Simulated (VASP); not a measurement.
# GaN (F-43m) in VASP: a series of runs

Aim: see how the results for GaN move with the level of theory and the settings. Levels: r2SCAN+rVV10, PBE, PBEsol-based global hybrid with 25 % exact exchange. Tasks: relaxation of cell and atoms, single point.

Everything below comes from runs of VASP 6.6.1. Logs are shortened: lines on timing, memory, paths and dates and some standing lists are left out, and cuts for length are marked.

### Step 1. The cell of the first run

It takes space group F-43m (No. 216, cubic). The conventional cell has a = 4.507 Å, b = 4.507 Å, c = 4.507 Å, α = 90.00°, β = 90.00°, γ = 90.00°. Ga (site symmetry -43m) has 4 N at 1.95 Å within 2.6 Å. Within 2.6 Å of N (site symmetry -43m) lie 4 Ga at 1.95 Å.

### Step 2. Relaxation of cell and atoms, r2SCAN+rVV10

Contents of POSCAR:

```
GaN
1.0
    0.0000000000      2.2535006075      2.2535006075
    2.2535006075      0.0000000000      2.2535006075
    2.2535006075      2.2535006075      0.0000000000
Ga N
1 1
Direct
    0.0000000000      0.0000000000      0.0000000000
    0.2500000000      0.2500000000      0.2500000000
```

Contents of INCAR.step1:

```
SYSTEM = GaN
  PREC = Accurate
  ENCUT = 600
  ISMEAR = -1
  SIGMA = 0.05
  LREAL = .FALSE.
  LASPH = .TRUE.
  NELM = 60
  GGA = PE
  ALGO = Normal
  EDIFF = 1E-4
  LWAVE = .TRUE.
  LCHARG = .FALSE.
```

Contents of INCAR.step2:

```
SYSTEM = GaN
  PREC = Accurate
  ENCUT = 600
  EDIFF = 1E-6
  ISMEAR = -1
  SIGMA = 0.05
  LREAL = .FALSE.
  LASPH = .TRUE.
  NELM = 60
  ALGO = Normal
  ISIF = 3
  LWAVE = .FALSE.
  LCHARG = .FALSE.
  METAGGA = R2SCAN
  LMIXTAU = .TRUE.
  LUSE_VDW = .TRUE.
  IVDW_NL = 2
  BPARAM = 11.95
  CPARAM = 0.0093
  IBRION = 2
  NSW = 60
  EDIFFG = -0.01
  ISTART = 1
```

Contents of KPOINTS:

```
Automatic mesh
0
G
  10 10 10
  0 0 0
```

Potentials or basis: VASP PAW PBE potentials, release 64 (Ga_d, N).

Command:

```bash
$ cat potpaw_PBE.64/Ga_d/POTCAR potpaw_PBE.64/N/POTCAR > POTCAR
$ cp INCAR.step1 INCAR
$ mpirun -np 1 vasp_std > vasp.out
$ cp INCAR.step2 INCAR
$ mpirun -np 1 vasp_std > vasp.out
```

OUTCAR:

```text
SYSTEM = GaN
   PREC = Accurate
   ENCUT = 600
   EDIFF = 1E-6
   ISMEAR = -1
   LREAL = .FALSE.
   LASPH = .TRUE.
   NELM = 60
   ISIF = 3
   METAGGA = R2SCAN
   IVDW_NL = 2
   BPARAM = 11.95
   IBRION = 2
   NSW = 60
   EDIFFG = -0.01
   ISTART = 1

 ion  position               nearest neighbor table
   1  0.000  0.000  0.000-   2 1.95   2 1.95   2 1.95   2 1.95
   2  0.250  0.250  0.250-   1 1.95   1 1.95   1 1.95   1 1.95

  LATTYP: Found a face centered cubic cell.
 ALAT       =     4.5070012150

  Lattice vectors:

 A1 = (   0.0000000000,   2.2535006075,   2.2535006075)
 A2 = (   2.2535006075,   0.0000000000,   2.2535006075)
 A3 = (   2.2535006075,   2.2535006075,   0.0000000000)

Analysis of symmetry for initial positions (statically):
=====================================================================
 Subroutine PRICEL returns:
 Original cell was already a primitive cell.

 Routine SETGRP: Setting up the symmetry group for a
 face centered cubic supercell.

 Subroutine GETGRP returns: Found 24 space group operations
 (whereof 24 operations were pure point group operations)
 out of a pool of 48 trial point group operations.

The static configuration has the point symmetry T_d .

Analysis of symmetry for dynamics (positions and initial velocities):
=====================================================================
 Subroutine PRICEL returns:
 Original cell was already a primitive cell.

 Routine SETGRP: Setting up the symmetry group for a
 face centered cubic supercell.

 Subroutine GETGRP returns: Found 24 space group operations
 (whereof 24 operations were pure point group operations)
 out of a pool of 48 trial point group operations.

The dynamic configuration has the point symmetry T_d .

 Subroutine INISYM returns: Found 24 space group operations
 (whereof 24 operations are pure point group operations),
 and found     1 'primitive' translations

----------------------------------------------------------------------------------------

                                     Primitive cell

  volume of cell :      22.8877

  direct lattice vectors                    reciprocal lattice vectors
     0.000000000  2.253500607  2.253500607    -0.221877020  0.221877020  0.221877020
     2.253500607  0.000000000  2.253500607     0.221877020 -0.221877020  0.221877020
     2.253500607  2.253500607  0.000000000     0.221877020  0.221877020 -0.221877020

  length of vectors
     3.186931122  3.186931122  3.186931122     0.384302272  0.384302272  0.384302272

  position of ions in fractional coordinates (direct lattice)
     0.000000000  0.000000000  0.000000000
     0.250000000  0.250000000  0.250000000

  ion indices of the primitive-cell ions
   primitive index   ion index
                 1           1
                 2           2

----------------------------------------------------------------------------------------

 KPOINTS: Automatic mesh

Automatic generation of k-mesh.
 Grid dimensions read from file:
 generate k-points for:   10   10   10

 Generating k-lattice:

  Cartesian coordinates                     Fractional coordinates (reciprocal lattice)
    -0.022187702  0.022187702  0.022187702     0.100000000  0.000000000  0.000000000
     0.022187702 -0.022187702  0.022187702     0.000000000  0.100000000  0.000000000
     0.022187702  0.022187702 -0.022187702     0.000000000  0.000000000  0.100000000

  Length of vectors
     0.038430227  0.038430227  0.038430227

  Shift w.r.t. Gamma in fractional coordinates (k-lattice)
     0.000000000  0.000000000  0.000000000

 Subroutine IBZKPT returns following result:
 ===========================================

 Found     47 irreducible k-points:

 Following reciprocal coordinates:
            Coordinates               Weight
  0.000000  0.000000  0.000000      1.000000
  0.100000  0.000000  0.000000      8.000000
  0.200000  0.000000  0.000000      8.000000
  0.300000  0.000000  0.000000      8.000000
  0.400000  0.000000  0.000000      8.000000
  0.500000  0.000000  0.000000      4.000000
[... 16 lines left out ...]
  0.300000  0.300000  0.000000      6.000000
  0.400000  0.300000  0.000000     24.000000
 [... further k-points ...]
   k-points           NKPTS =     47   k-points in BZ     NKDIM =     47   number of bands    NBANDS=     13
   number of dos      NEDOS =    301   number of ions     NIONS =      2
   total plane-waves  NPLWV =  21952
   dimension x,y,z NGX =    28 NGY =   28 NGZ =   28
   dimension x,y,z NGXF=    56 NGYF=   56 NGZF=   56
   ions per type =               1   1
   NGX,Y,Z   is equivalent  to a cutoff of  14.61, 14.61, 14.61 a.u.
   NGXF,Y,Z  is equivalent  to a cutoff of  29.21, 29.21, 29.21 a.u.
 SYSTEM =  GaN
   PREC   = accura    normal or accurate (medium, high low for compatibility)
   ISTART =      1    job   : 0-new  1-cont  2-samecut
   ICHARG =      0    charge: 1-file 2-atom 10-const
   ISPIN  =      1    spin polarized calculation?
   LNONCOLLINEAR =      F non collinear calculations
   LSORBIT =      F    spin-orbit coupling
   LASPH  =      T    aspherical Exc in radial PAW
   ENCUT  =  600.0 eV  44.10 Ry    6.64 a.u.   6.37  6.37  6.37*2*pi/ulx,y,z
   NELM   =     60;   NELMIN=  2; NELMDL=  0     # of ELM steps
   EDIFF  = 0.1E-05   stopping-criterion for ELM
   LREAL  =      F    real-space projection
   EDIFFG = -.1E-01   stopping-criterion for IOM
   NSW    =     60    number of steps for IOM
   IBRION =      2    ionic relax: 0-MD 1-quasi-New 2-CG
   NFREE  =      1    steps in history (QN), initial steepest desc. (CG)
   ISIF   =      3    stress and relaxation
   ISYM   =      2    0-nonsym 1-usesym 2-fastsym
   POTIM  = 0.5000    time-step for ionic-motion
   TEBEG  =    0.0;   TEEND  =   0.0 temperature during run
   PSTRESS=    0.0 pullay stress
   NELECT =      18.0000    total number of electrons
   NUPDOWN=      -1.0000    fix difference up-down
   EMIN   =  10.00;   EMAX   =-10.00  energy-range for DOS
   EFERMI =   0.00;   METHOD = LEGACY
   ISMEAR =    -1;   SIGMA  =   0.05  broadening in eV -4-tet -1-fermi 0-gaus
   EFERMI_NEDOS =   21; number of points for ismear=-14 and -15
   IALGO  =     38    algorithm
   IMIX   =      4    mixing-type and parameters
     AMIX     =   0.40;   BMIX     =  1.00
     AMIX_MAG =   1.60;   BMIX_MAG =  1.00
  volume/ion in A,a.u.               =      11.44        77.23
  Fermi-wavevector in a.u.,A,eV,Ry     =   1.511117  2.855596 31.068543  2.283473
  Thomas-Fermi vector in A             =   2.621216
   LORBIT       =      0    0 simple, 1 ext, 2 COOP (PROOUT), +10 PAW based schemes
   METAGGA = R2SCAN    functional components
   LHFCALC =     F    Hartree Fock is set to
   AEXX    =    0.0000 exact exchange contribution
   IVDW_NL    =     2    kernel type
   BPARAM     =11.9500
   IVDW    =     0    specifies the selected vdW correction
   LEPSILON=     F    determine dielectric tensor
   LRPA    =     F    only Hartree local field effects (RPA)
 conjugate gradient relaxation of ions
 non-spin polarized calculation
  energy-cutoff  :      600.00
  volume of cell :       22.89
 maximum number of plane-waves:       785
 NGX is ok and might be reduce to    28
   NGX = 13   NGY = 13   NGZ = 13

--------------------------------------- Ionic step        1  -------------------------------------------

 number of electron      18.0000005 magnetization

 Free energy of the ion-electron system (eV)
  ---------------------------------------------------
  ext. energy  EPLUGINS =         0.00000000
  ---------------------------------------------------
  free energy    TOTEN  =       -21.40222961 eV

  energy without entropy =      -21.40222961  energy(sigma->0) =      -21.40222961

------------------------ aborting loop because EDIFF is reached ----------------------------------------

  FORCE on cell =-STRESS in cart. coord.  units (eV):
  Direction    XX          YY          ZZ          XY          YZ          ZX
  --------------------------------------------------------------------------------------
  -------------------------------------------------------------------------------------
  Total       -0.1992241     -0.1992241     -0.1992241     -0.0000000      0.0000000     -0.0000000
  in kB      -13.9459923    -13.9459923    -13.9459923     -0.0000000      0.0000000     -0.0000000
  external PRESSURE =     -13.9459923 kB  Pullay stress =       0.0000000 kB

 VOLUME and BASIS-vectors are now :
 -----------------------------------------------------------------------------
  energy-cutoff  :      600.00
  volume of cell :       22.89
      direct lattice vectors                 reciprocal lattice vectors
     0.000000000  2.253500607  2.253500607    -0.221877020  0.221877020  0.221877020
     2.253500607  0.000000000  2.253500607     0.221877020 -0.221877020  0.221877020
     2.253500607  2.253500607  0.000000000     0.221877020  0.221877020 -0.221877020
[... 37 lines left out ...]
 POSITION                                       TOTAL-FORCE (eV/Angst)
 -----------------------------------------------------------------------------------
      0.00000      0.00000      0.00000         0.000000     -0.000000      0.000000
      1.12134      1.12134      1.12134        -0.000000      0.000000     -0.000000
 -----------------------------------------------------------------------------------
    total drift:                                0.000017      0.000017      0.000017

  FREE ENERGIE OF THE ION-ELECTRON SYSTEM (eV)
  ---------------------------------------------------
  free  energy   TOTEN  =       -21.4021365374 eV

  energy  without entropy=      -21.4021365374  energy(sigma->0) =      -21.40213654

--------------------------------------- Ionic step        3  -------------------------------------------

 number of electron      18.0000004 magnetization

 Free energy of the ion-electron system (eV)
  ---------------------------------------------------
  ext. energy  EPLUGINS =         0.00000000
  ---------------------------------------------------
  free energy    TOTEN  =       -21.40291587 eV

  energy without entropy =      -21.40291587  energy(sigma->0) =      -21.40291587

 E-fermi :   6.0466     XC(G=0): -12.7297

 val. band max:        5.0822527650   @ k =   0.0000   0.0000   0.0000
 cond. band min:       7.2163168076   @ k =   0.0000   0.0000   0.0000
 fundamental gap:      2.1340640426
 Fermi energy:         6.0465611271

 k-point     1 :       0.0000    0.0000    0.0000
  band No.  band energies     occupation
      1     -11.7209      2.00000
      2      -8.7330      2.00000
      3      -8.7330      2.00000
      4      -8.7330      2.00000
      5      -8.3731      2.00000
      6      -8.3731      2.00000
      7       5.0822      2.00000
      8       5.0822      2.00000
      9       5.0823      2.00000
     10       7.2163      0.00000
     11      16.1181      0.00000
     12      16.1182      0.00000
     13      16.1182      0.00000

 k-point     2 :       0.1000    0.0000    0.0000
  band No.  band energies     occupation
      1     -11.6079      2.00000
      2      -8.7185      2.00000
      3      -8.7184      2.00000
      4      -8.6936      2.00000
      5      -8.3744      2.00000
      6      -8.3744      2.00000
      7       3.9848      2.00000
      8       4.9717      2.00000
      9       4.9717      2.00000
     10       8.0703      0.00000
     11      15.6121      0.00000
[... 339 lines left out ...]
 k-point    24 :       0.4000    0.3000    0.0000
  band No.  band energies     occupation
      1     -10.6387      2.00000
      2      -8.5783      2.00000
      3      -8.4918      2.00000
      4      -8.4889      2.00000
      5      -8.3100      2.00000
      6      -7.5666      2.00000
      7      -0.0657      2.00000
      8       2.5196      2.00000
      9       2.8436      2.00000
     10       9.9696      0.00000
     11      12.8837      0.00000
     12      16.6101      0.00000
     13      18.8590      0.00000

 [... further k-points ...]
[... 5 lines left out ...]
  --------------------------------------------------------------------------------------
  -------------------------------------------------------------------------------------
  Total       -0.0091248     -0.0091248     -0.0091248      0.0000000     -0.0000000      0.0000000
  in kB       -0.6434775     -0.6434775     -0.6434775      0.0000000     -0.0000000      0.0000000
  external PRESSURE =      -0.6434775 kB  Pullay stress =       0.0000000 kB

 VOLUME and BASIS-vectors are now :
 -----------------------------------------------------------------------------
  energy-cutoff  :      600.00
  volume of cell :       22.72
      direct lattice vectors                 reciprocal lattice vectors
    -0.000000000  2.247968881  2.247968881    -0.222423008  0.222423008  0.222423008
     2.247968881  0.000000000  2.247968881     0.222423008 -0.222423008  0.222423008
     2.247968881  2.247968881 -0.000000000     0.222423008  0.222423008 -0.222423008

 POSITION                                       TOTAL-FORCE (eV/Angst)
 -----------------------------------------------------------------------------------
      0.00000      0.00000      0.00000         0.000000      0.000000      0.000000
      1.12398      1.12398      1.12398        -0.000000     -0.000000     -0.000000
 -----------------------------------------------------------------------------------
    total drift:                                0.000017      0.000017      0.000017

  FREE ENERGIE OF THE ION-ELECTRON SYSTEM (eV)
  ---------------------------------------------------
  free  energy   TOTEN  =       -21.4029158667 eV

  energy  without entropy=      -21.4029158666  energy(sigma->0) =      -21.40291587

 reached required accuracy - stopping structural energy minimisation
```

Wall time 2.4 min (1 thread of Intel Xeon 6975P-C (Granite Rapids), shared host); peak memory 0.28 GiB.

Results:

| Item | Value |
| --- | --- |
| Free energy | -21.4029 eV |
| Relaxed volume | 11.36 Å³/atom |
| Relaxed cell | a = 3.179 Å, b = 3.179 Å, c = 3.179 Å, α = 60.00°, β = 60.00°, γ = 60.00° |
| Space group after relaxing (to 0.1 Å) | F-43m (No. 216) |
| Energy gained by relaxing | 0.3 meV/atom |
| Ionic steps | 3 |
| Pressure after relaxing | -0.1 GPa |
| Band gap on the k mesh | 2.13 eV |

The path:
```tsv
step	energy change (eV)	largest force (eV/Å)	pressure (GPa)	volume (Å³)
1	0.0000	0.0000	-1.39	22.89
2	0.0001	0.0000	1.83	22.56
3	-0.0007	0.0000	-0.06	22.72
```

Final structure:
```
Ga N
1.0
     0.00000    2.24797    2.24797
     2.24797    0.00000    2.24797
     2.24797    2.24797    0.00000
Ga N
1 1
Cartesian
  0.0000 0.0000 0.0000
  1.1240 1.1240 1.1240
```

Caveat: the PAW data sets were made with another functional, which shifts forces and pressure a little.

[end of part 1 of 2]
